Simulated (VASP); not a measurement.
Input of a VASP 6.6.1 run:

INCAR

```
ALGO = Normal ; EDIFF = 1E-6
ENCUT = 600 ; GGA = PE
GGA_COMPAT = False ; ISIF = 2
ISMEAR = 0 ; LASPH = True
LCHARG = False ; LREAL = False
LWAVE = False ; NBANDS = 36
NELM = 120 ; PREC = Accurate
SIGMA = 0.1
```

Contents of KPOINTS:

```
k-points
0
Gamma
  6 6 2
```

The input POSCAR:

```
W2AuN3
1.0
    2.9708920671      0.0000000000      0.0000000000
   -1.4854460336      2.5728680020      0.0000000000
    0.0000000000      0.0000000000      8.8244704347
W Au N
2 1 3
Direct
    0.3333333333      0.6666666667      0.9231827112
    0.3333333333      0.6666666667      0.2339448102
    0.0000000000      0.0000000000      0.5796732679
    0.6666666667      0.3333333333      0.3716725170
    0.6666666667      0.3333333333      0.0875283574
    0.0000000000      0.0000000000      0.8039993463
```

Potentials or basis: VASP PAW PBE potentials, release 64 (W_sv, Au, N).

Launch:

```console
$ cat potpaw_PBE.64/W_sv/POTCAR potpaw_PBE.64/Au/POTCAR potpaw_PBE.64/N/POTCAR > POTCAR
$ mpirun -np 1 vasp_std > vasp.out
```

Question: Predict the pressure.

Answer: 11.8 GPa.

Question: Estimate the largest force.

Answer: 1.071 eV/Å.

Question: Estimate the band gap on the k mesh.

Answer: Zero (bands 27 and 28 overlap by 0.52 eV).

Stress tensor (GPa, compression positive):
```
 2.38  0.00  0.00
 0.00  2.38  0.00
 0.00  0.00 30.53
```

Caveat: the k points lie up to 0.41 Å⁻¹ apart, too coarse for converged energies and pressures of a metal; spin-orbit coupling is left out, which moves the levels of the heavy elements; forces of over 1 eV/Å act on the atoms, so gaps and moduli don't describe the material at rest.
